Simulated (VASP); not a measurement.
Write the native input for VASP 6.6.1 that does the following.

```yaml
Task: single point
Functional: PBEsol
Potentials_or_basis: VASP PAW PBE potentials, release 64 (Bi_d)
Cutoff: 520 eV
k_mesh: 12 × 12 × 12
Occupations: gaussian, width 0.05 eV
Spin: no spin polarisation
Dipole_correction: no
Further_INCAR_settings: ALGO = Fast; EDIFF = 1e-06; NBANDS = 14
```

The structure of Bi lies in POSCAR:

```
Bi
1.0
   -4.1888009254      4.1888009254      1.4778606691
    4.1888009254     -4.1888009254      1.4778606691
    4.1888009254      4.1888009254     -1.4778606691
Bi
1
Direct
    0.0000000000      0.0000000000      0.0000000000
```

This cell differs from its parent crystal: ratio of the length along z to the lengths across it x 1.05, volume and fractional coordinates fixed.

These files were run (other wordings do the same):

INCAR

```
  ALGO = Fast
  EDIFF = 1E-6
  ENCUT = 520
  GGA = PS
  ISIF = 2
  ISMEAR = 0
  LASPH = T
  LCHARG = T
  LELF = T
  LREAL = F
  LVHAR = T
  LWAVE = F
  NBANDS = 14
  NELM = 60
  PREC = Accurate
  SIGMA = 0.05
```

KPOINTS

```
k-points
0
Gamma
  12 12 12
```

Potentials or basis: VASP PAW PBE potentials, release 64 (Bi_d).

The run is started by

```bash
$ cat potpaw_PBE.64/Bi_d/POTCAR > POTCAR
$ mpirun -np 1 vasp_std > vasp.out
```

It gave:

```json
{
  "Pressure": "-1.1 GPa"
}
```

Caveat: the PAW data sets were made with another functional, which shifts forces and pressure a little.

Run time: 2.9 min on 1 thread of Intel(R) Xeon(R) 6975P-C (Granite Rapids), with other jobs on the host, peak memory 0.46 GiB.
